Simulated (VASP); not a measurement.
# SiB2 (C2/m) in VASP: notebook

SiB2 is run at these levels: PBE; tasks: single point, relaxation of cell and atoms.

Everything below comes from runs of VASP 6.6.1. Logs are shortened: lines on timing, memory, paths and dates and some standing lists are left out, and cuts for length are marked.

## 1. The cell of the first run

Symmetry: C2/m, No. 12, monoclinic system. Conventional cell: a = 8.765 Å, b = 2.827 Å, c = 5.347 Å, α = 90.00°, β = 122.74°, γ = 90.00°. Within 2.7 Å of Si (site symmetry m) lie 6 B at 2.02 to 2.46 Å and 1 Si at 2.59 Å. Within 2.3 Å of B (site symmetry m) lie 5 B at 1.73 to 1.95 Å and 2 Si at 2.22 Å. Within 2.5 Å of B (site symmetry m) lie 3 B at 1.73 to 1.77 Å and 4 Si at 2.02 to 2.46 Å.

The cell was generated, and may not be a known phase.

## 2. Single point, PBE

The input, INCAR:

```
SYSTEM = SiB2
PREC = Accurate
ENCUT = 520
EDIFF = 1E-6
ISMEAR = 0
SIGMA = 0.1
LREAL = .FALSE.
LASPH = .TRUE.
NELM = 60
ALGO = Normal
ISIF = 2
LWAVE = .FALSE.
LCHARG = .FALSE.
GGA = PE
NBANDS = 19
```

The input, KPOINTS:

```
Automatic mesh
0
G
  12 12 8
  0 0 0
```

The input, POSCAR:

```
SiB2
1.0
    4.3826249320     -1.4134152788     -0.0034256700
    4.3826249320      1.4134152788     -0.0034256700
   -2.8881599421      0.0000000000      4.4993182423
Si B
2 4
Direct
    0.5668934080      0.5668934080      0.7834437564
    0.4331065920      0.4331065920      0.2165562436
    0.1636757122      0.1636757122      0.3815045975
    0.8363242878      0.8363242878      0.6184954025
    0.2916747322      0.2916747322      0.7670520664
    0.7083252678      0.7083252678      0.2329479336
```

Potentials or basis: VASP PAW PBE potentials, release 64 (Si, B).

On the command line:

```sh
$ cat potpaw_PBE.64/Si/POTCAR potpaw_PBE.64/B/POTCAR > POTCAR
$ mpirun -np 1 vasp_std > vasp.out
```

OUTCAR:

```text
SYSTEM = SiB2
   PREC = Accurate
   ENCUT = 520
   EDIFF = 1E-6
   ISMEAR = 0
   LREAL = .FALSE.
   LASPH = .TRUE.
   NELM = 60
   ISIF = 2
   GGA = PE

 ion  position               nearest neighbor table
   1  0.567  0.567  0.783-   6 2.02   4 2.22   4 2.22   5 2.37   5 2.46   5 2.46   2 2.59   2 3.10
                             2 3.10   2 3.11
   2  0.433  0.433  0.217-   5 2.02   3 2.22   3 2.22   6 2.37   6 2.46   6 2.46   1 2.59   1 3.10
                             1 3.10   1 3.11
   3  0.164  0.164  0.382-   5 1.73   6 1.77   6 1.77   4 1.95   4 1.95   2 2.22   2 2.22
   4  0.836  0.836  0.618-   6 1.73   5 1.77   5 1.77   3 1.95   3 1.95   1 2.22   1 2.22
   5  0.292  0.292  0.767-   3 1.73   4 1.77   4 1.77   2 2.02   1 2.37   1 2.46   1 2.46
   6  0.708  0.708  0.233-   4 1.73   3 1.77   3 1.77   1 2.02   2 2.37   2 2.46   2 2.46

  LATTYP: Found a base centered monoclinic cell.
 ALAT       =     8.7652525417
 B/A-ratio  =     0.3225041771
 C/A-ratio  =     0.6099681952
 COS(beta)  =    -0.5408514491

  Lattice vectors:

 A1 = (   4.3826249320,  -1.4134152788,  -0.0034256700)
 A2 = (   4.3826249320,   1.4134152788,  -0.0034256700)
 A3 = (  -2.8881599421,   0.0000000000,   4.4993182423)

Analysis of symmetry for initial positions (statically):
=====================================================================
 Subroutine PRICEL returns:
 Original cell was already a primitive cell.

 Routine SETGRP: Setting up the symmetry group for a
 base centered monoclinic supercell.

 Subroutine GETGRP returns: Found  4 space group operations
 (whereof  4 operations were pure point group operations)
 out of a pool of  4 trial point group operations.

The static configuration has the point symmetry C_2h.

Analysis of symmetry for dynamics (positions and initial velocities):
=====================================================================
 Subroutine PRICEL returns:
 Original cell was already a primitive cell.

 Routine SETGRP: Setting up the symmetry group for a
 base centered monoclinic supercell.

 Subroutine GETGRP returns: Found  4 space group operations
 (whereof  4 operations were pure point group operations)
 out of a pool of  4 trial point group operations.

The dynamic configuration has the point symmetry C_2h.

 Subroutine INISYM returns: Found  4 space group operations
 (whereof  4 operations are pure point group operations),
 and found     1 'primitive' translations

----------------------------------------------------------------------------------------

                                     Primitive cell

  volume of cell :      55.7138
[... 104 lines left out ...]
   ISYM   =      2    0-nonsym 1-usesym 2-fastsym
   POTIM  = 0.5000    time-step for ionic-motion
   TEBEG  =    0.0;   TEEND  =   0.0 temperature during run
   PSTRESS=    0.0 pullay stress
   NELECT =      20.0000    total number of electrons
   NUPDOWN=      -1.0000    fix difference up-down
   EMIN   =  10.00;   EMAX   =-10.00  energy-range for DOS
   EFERMI =   0.00;   METHOD = LEGACY
   ISMEAR =     0;   SIGMA  =   0.10  broadening in eV -4-tet -1-fermi 0-gaus
   EFERMI_NEDOS =   21; number of points for ismear=-14 and -15
   IALGO  =     38    algorithm
   IMIX   =      4    mixing-type and parameters
     AMIX     =   0.40;   BMIX     =  1.00
     AMIX_MAG =   1.60;   BMIX_MAG =  1.00
  volume/ion in A,a.u.               =       9.29        62.66
  Fermi-wavevector in a.u.,A,eV,Ry     =   1.163493  2.198684 18.418433  1.353717
  Thomas-Fermi vector in A             =   2.300042
   LORBIT       =      0    0 simple, 1 ext, 2 COOP (PROOUT), +10 PAW based schemes
   GGA     = PE    functional components
   LHFCALC =     F    Hartree Fock is set to
   AEXX    =    0.0000 exact exchange contribution
   IVDW    =     0    specifies the selected vdW correction
   LEPSILON=     F    determine dielectric tensor
   LRPA    =     F    only Hartree local field effects (RPA)
 non-spin polarized calculation
 Gauss-broadening in eV      SIGMA  =   0.10
  energy-cutoff  :      520.00
  volume of cell :       55.71
 maximum number of plane-waves:      1521
 NGX is ok and might be reduce to    36

 number of electron      20.0000000 magnetization

 Free energy of the ion-electron system (eV)
  ---------------------------------------------------
  ext. energy  EPLUGINS =         0.00000000
  ---------------------------------------------------
  free energy    TOTEN  =       -34.95703251 eV

  energy without entropy =      -34.95149374  energy(sigma->0) =      -34.95426313

 E-fermi :   8.6136     XC(G=0): -11.6410

 val. band max:        8.6093116043   @ k =   0.5000   0.1667  -0.0000
 cond. band min:       8.6145621233   @ k =  -0.4167   0.1667   0.2500
 fundamental gap:      0.0052505190
 Fermi energy:         8.6136396135

 k-point     1 :       0.0000    0.0000    0.0000
  band No.  band energies     occupation
      1      -6.9777      2.00000
      2      -1.2702      2.00000
      3      -0.8858      2.00000
      4       0.8592      2.00000
      5       1.9195      2.00000
      6       3.0687      2.00000
[... 505 lines left out ...]
      6       3.1128      2.00000
[... 11 lines left out ...]
     18      16.4584      0.00000
     19      17.3346      0.00000

 [... further k-points ...]

------------------------ aborting loop because EDIFF is reached ----------------------------------------

  FORCE on cell =-STRESS in cart. coord.  units (eV):
  Direction    XX          YY          ZZ          XY          YZ          ZX
  --------------------------------------------------------------------------------------
  -------------------------------------------------------------------------------------
  Total        0.0094410      0.0009895     -0.0010348      0.0000000      0.0000000     -0.0080090
  in kB        0.2714970      0.0284563     -0.0297593      0.0000000      0.0000000     -0.2303179
  external PRESSURE =       0.0900647 kB  Pullay stress =       0.0000000 kB

 VOLUME and BASIS-vectors are now :
 -----------------------------------------------------------------------------
  energy-cutoff  :      520.00
  volume of cell :       55.71
      direct lattice vectors                 reciprocal lattice vectors
     4.382624932 -1.413415279 -0.003425670     0.114144151 -0.353753074  0.073270337
     4.382624932  1.413415279 -0.003425670     0.114144151  0.353753074  0.073270337
    -2.888159942  0.000000000  4.499318242     0.000173813  0.000000000  0.222367467

 POSITION                                       TOTAL-FORCE (eV/Angst)
 -----------------------------------------------------------------------------------
      2.70625      0.00000      3.52108        -0.003133      0.000000      0.001475
      3.17084      0.00000      0.97139         0.003133      0.000000     -0.001475
      0.33281      0.00000      1.71539        -0.003727      0.000000     -0.004047
      5.54428      0.00000      2.77708         0.003727      0.000000      0.004047
      0.34123      0.00000      3.44921        -0.005250      0.000000      0.010793
      5.53586      0.00000      1.04325         0.005250      0.000000     -0.010793
 -----------------------------------------------------------------------------------
    total drift:                               -0.000000     -0.000000      0.000000

  FREE ENERGIE OF THE ION-ELECTRON SYSTEM (eV)
  ---------------------------------------------------
  free  energy   TOTEN  =       -34.9570325109 eV

  energy  without entropy=      -34.9514937445  energy(sigma->0) =      -34.95426313
```

OSZICAR:

```text
N       E                     dE             d eps       ncg     rms          rms(c)
DAV:   1     0.305515818614E+02    0.30552E+02   -0.88899E+03 12160   0.938E+02
DAV:   2    -0.352139936758E+02   -0.65766E+02   -0.62746E+02 15680   0.166E+02
DAV:   3    -0.375568444404E+02   -0.23429E+01   -0.23157E+01 16172   0.271E+01
DAV:   4    -0.375697024287E+02   -0.12858E-01   -0.12846E-01 15662   0.220E+00
DAV:   5    -0.375697765971E+02   -0.74168E-04   -0.74162E-04 15514   0.167E-01    0.865E+00
DAV:   6    -0.350000940663E+02    0.25697E+01   -0.53472E+00 13739   0.125E+01    0.422E+00
DAV:   7    -0.349687697519E+02    0.31324E-01   -0.79159E-01 16127   0.473E+00    0.178E+00
DAV:   8    -0.349577962753E+02    0.10973E-01   -0.29675E-02 14670   0.104E+00    0.587E-01
DAV:   9    -0.349570072077E+02    0.78907E-03   -0.44233E-03 15772   0.407E-01    0.100E-01
DAV:  10    -0.349570261015E+02   -0.18894E-04   -0.33636E-04 14275   0.114E-01    0.490E-02
DAV:  11    -0.349570324336E+02   -0.63320E-05   -0.19093E-05 15674   0.281E-02    0.156E-02
DAV:  12    -0.349570325109E+02   -0.77300E-07   -0.28753E-06 13730   0.946E-03
   1 F= -.34957033E+02 E0= -.34954263E+02  d E =-.553877E-02
```

stdout:

```text
POSCAR found type information on POSCAR SiB
 POSCAR found :  2 types and       6 ions
 scaLAPACK will be used
 LDA part: xc-table for (Slater+PW92), standard interpolation
 POSCAR, INCAR and KPOINTS ok, starting setup
 FFT: planning ... GRIDC
 FFT: planning ... GRID_SOFT
 FFT: planning ... GRID
 WAVECAR not read
 entering main loop
```

Run time: 10 min. Hardware: 1 thread of Intel Xeon 8259CL, shared host; peak memory 0.41 GiB.

Results:

```
Free energy            : -34.9570 eV
Pressure               : 0.0 GPa
Largest force          : 0.012 eV/Å
Band gap on the k mesh : zero (bands 10 and 11 overlap by 4.78 eV)
```

Forces on the atoms (eV/Å):
```
Si  -0.003  0.000  0.001
Si   0.003  0.000 -0.001
B   -0.004  0.000 -0.004
B    0.004  0.000  0.004
B   -0.005  0.000  0.011
B    0.005  0.000 -0.011
```

Levels at points of the mesh, in eV from the Fermi level:
```
           k point  band 8  band 9  band 10  band 11  band 12  band 13
(0.00, 0.00, 0.00)   -2.68   -0.49     1.16     3.66     4.83     4.88
(0.50, 0.00, 0.00)   -4.78   -3.70    -1.71    -1.49     1.49     3.32
(0.50, 0.50, 0.00)   -0.74    0.20     1.63     1.87     3.89     3.92
(0.00, 0.00, 0.50)   -2.84   -1.08     0.92     1.62     3.15     3.65
(0.50, 0.00, 0.50)   -2.94   -1.96    -1.32    -0.46     0.93     2.01
(0.50, 0.50, 0.50)   -0.13    0.52     0.92     1.56     1.59     4.35
```

## 3. Relaxation of cell and atoms, PBE

This run uses another cell than the first one: it holds 12 atoms, not 6.

The input, INCAR:

```
SYSTEM = SiB2
PREC = Accurate
ENCUT = 600
EDIFF = 1E-7
ISMEAR = 0
SIGMA = 0.2
LREAL = .FALSE.
LASPH = .TRUE.
NELM = 60
ALGO = Normal
ISIF = 3
LWAVE = .FALSE.
LCHARG = .FALSE.
GGA = PE
IBRION = 2
NSW = 36
EDIFFG = -0.08
```

The input, KPOINTS:

```
regular mesh
0
G
  4 4 4
  0 0 0
```

The input, POSCAR:

```
SiB2
1.0
    4.6765000000     -2.7000000000      0.0000000000
    4.6765000000      2.7000000000      0.0000000000
   -3.1154708900      0.0000000000      4.6015312800
Si B
4 8
Direct
    0.6535000000      0.0101000000      0.6736000000
    0.3465000000      0.9899000000      0.3264000000
    0.9899000000      0.3465000000      0.3264000000
    0.0101000000      0.6535000000      0.6736000000
    0.2212000000      0.2212000000      0.0729000000
    0.7789000000      0.3695000000      0.9271000000
    0.3695000000      0.7789000000      0.9271000000
    0.7788000000      0.7788000000      0.9271000000
    0.2211000000      0.6305000000      0.0729000000
    0.6305000000      0.2211000000      0.0729000000
    0.0101000000      0.0101000000      0.6736000000
    0.9899000000      0.9899000000      0.3264000000
```

Potentials or basis: VASP PAW PBE potentials, release 64 (Si, B).

On the command line:

```sh
$ cat potpaw_PBE.64/Si/POTCAR potpaw_PBE.64/B/POTCAR > POTCAR
$ mpirun -np 1 vasp_std > vasp.out
```

OUTCAR:

```text
SYSTEM = SiB2
   PREC = Accurate
   ENCUT = 600
   EDIFF = 1E-7
   ISMEAR = 0
   LREAL = .FALSE.
   LASPH = .TRUE.
   NELM = 60
   ISIF = 3
   GGA = PE
   IBRION = 2
   NSW = 36
   EDIFFG = -0.08

 ion  position               nearest neighbor table
   1  0.654  0.010  0.674-   2 1.83  11 1.93   4 1.93  10 1.98   8 1.98   6 1.99
   2  0.346  0.990  0.326-   1 1.83  12 1.93   3 1.93   7 1.98   5 1.98   9 1.99
   3  0.990  0.346  0.326-   4 1.83  12 1.93   2 1.93   6 1.98   5 1.98  10 1.99
   4  0.010  0.654  0.674-   3 1.83  11 1.93   1 1.93   9 1.98   8 1.98   7 1.99
   5  0.221  0.221  0.073-   6 1.96   7 1.96  11 1.98   3 1.98   2 1.98
   6  0.779  0.370  0.927-   5 1.96  10 1.96   3 1.98  11 1.98   1 1.99
   7  0.370  0.779  0.927-   5 1.96   9 1.96   2 1.98  11 1.98   4 1.99
   8  0.779  0.779  0.927-   9 1.96  10 1.96  12 1.98   4 1.98   1 1.98
   9  0.221  0.630  0.073-   8 1.96   7 1.96   4 1.98  12 1.98   2 1.99
  10  0.630  0.221  0.073-   8 1.96   6 1.96   1 1.98  12 1.98   3 1.99
[... 1074 lines left out ...]

--------------------------------------- Ionic step       22  -------------------------------------------

 number of electron      40.0000000 magnetization

------------------------ aborting loop because EDIFF is reached ----------------------------------------
[... 87 lines left out ...]
--------------------------------------- Ionic step       24  -------------------------------------------

 number of electron      40.0000000 magnetization

 Free energy of the ion-electron system (eV)
  ---------------------------------------------------
  ext. energy  EPLUGINS =         0.00000000
  ---------------------------------------------------
  free energy    TOTEN  =       -70.00613555 eV

  energy without entropy =      -69.97116864  energy(sigma->0) =      -69.98865210

 E-fermi :   8.4046     XC(G=0): -11.1967

 val. band max:        8.3700366373   @ k =   0.5000   0.5000   0.5000
 cond. band min:       8.4463833320   @ k =  -0.2500   0.2500   0.5000
 fundamental gap:      0.0763466947
 Fermi energy:         8.4046238488

 k-point     1 :       0.0000    0.0000    0.0000
  band No.  band energies     occupation
      1      -7.5806      2.00000
      2      -3.2518      2.00000
      3      -2.5471      2.00000
      4      -2.1993      2.00000
      5      -1.1831      2.00000
      6      -0.8930      2.00000
[... 748 lines left out ...]
  FREE ENERGIE OF THE ION-ELECTRON SYSTEM (eV)
  ---------------------------------------------------
  free  energy   TOTEN  =       -70.0061355499 eV

  energy  without entropy=      -69.9711686431  energy(sigma->0) =      -69.98865210

 reached required accuracy - stopping structural energy minimisation
```

Run time: 55 min. Hardware: 1 thread of Intel Xeon 8259CL, shared host; peak memory 0.37 GiB.

What came out:

| Item | Value |
| --- | --- |
| Free energy | -70.0061 eV |
| Relaxed volume | 9.89 Å³/atom |
| Relaxed cell | a = 5.598 Å, b = 5.598 Å, c = 5.751 Å, α = 118.27°, β = 118.27°, γ = 50.64° |
| Space group after relaxing (to 0.1 Å) | C2/m (No. 12) |
| Energy gained by relaxing | 1051.5 meV/atom |
| Ionic steps | 24 |
| Pressure after relaxing | 0.1 GPa |
| Largest force after relaxing | 0.079 eV/Å |
| Band gap on the k mesh | zero (bands 20 and 21 overlap by 1.28 eV) |

Forces on the atoms (eV/Å):
```
Si   0.059 -0.046  0.000
Si  -0.059  0.046  0.000
Si  -0.059 -0.046  0.000
Si   0.059  0.046  0.000
B   -0.078  0.000  0.004
B   -0.011 -0.016  0.065
B   -0.011  0.016  0.065
B    0.078  0.000 -0.004
B    0.011  0.016 -0.065
B    0.011 -0.016 -0.065
B    0.051  0.000  0.026
B   -0.051  0.000 -0.026
```

Stress tensor (GPa, compression positive):
```
 0.44  0.00 -0.02
 0.00 -0.05  0.00
-0.02  0.00 -0.14
```

The path:
```
step  energy change (eV)  largest force (eV/Å)  pressure (GPa)  volume (Å³)
   1              0.0000                9.5363           40.16       116.20
   2             -2.0665                6.1867           -5.82       161.00
   3             -6.0842                3.7963            2.77       135.20
   4             -6.1093                3.6826            3.50       134.35
   5             -7.2192                1.5373          -18.21       146.10
   6             -7.4846                1.2859          -13.08       142.16
   7             -8.8895                1.1515           -6.81       129.88
   8             -9.2965                1.8714            1.99       120.61
   9             -9.8604                1.5162            6.71       117.00
  10             -9.8907                1.8493            8.68       115.86
  11            -10.3448                1.9876            6.73       116.56
  12            -10.9765                1.8316            4.41       118.27
  13            -10.9865                1.7498            4.52       118.54
  14            -11.3967                1.4873            0.10       120.69
  15            -11.6997                1.3729           -6.34       124.76
  16            -12.0715                1.2357           -3.96       122.56
  17            -12.2737                1.0468           -0.02       119.95
  18            -12.5156                0.4653            0.56       118.93
  19            -12.5320                0.4412            0.99       118.60
  20            -12.5852                0.2488           -0.46       119.24
  21            -12.5912                0.2528           -1.07       119.54
  22            -12.6089                0.1540           -0.12       118.83
  23            -12.6126                0.1328            0.60       118.31
  24            -12.6182                0.0785            0.08       118.65
```

Final structure:
```yaml
crystal:
  lattice:
    - [5.05703, -2.39385, 0.17600]
    - [5.05703, 2.39385, 0.17600]
    - [-3.18207, 0.00000, 4.79001]
  atoms:
    - { symbol: Si, position: [0.61452, 0.12040, 0.72450] }
    - { symbol: Si, position: [0.38548, 0.87960, 0.27550] }
    - { symbol: Si, position: [0.87960, 0.38548, 0.27550] }
    - { symbol: Si, position: [0.12040, 0.61452, 0.72450] }
    - { symbol: B, position: [0.20900, 0.20900, 0.05024] }
    - { symbol: B, position: [0.79836, 0.42580, 0.88876] }
    - { symbol: B, position: [0.42580, 0.79836, 0.88876] }
    - { symbol: B, position: [0.79100, 0.79100, 0.94976] }
    - { symbol: B, position: [0.20164, 0.57420, 0.11124] }
    - { symbol: B, position: [0.57420, 0.20164, 0.11124] }
    - { symbol: B, position: [0.02785, 0.02785, 0.67413] }
    - { symbol: B, position: [0.97215, 0.97215, 0.32587] }
```

Caveat: the relaxation stopped at a loose force limit of 0.08 eV/Å, so its end isn't a converged minimum.

The gap in the log of VASP goes by the Fermi energy; the results here count the filled bands.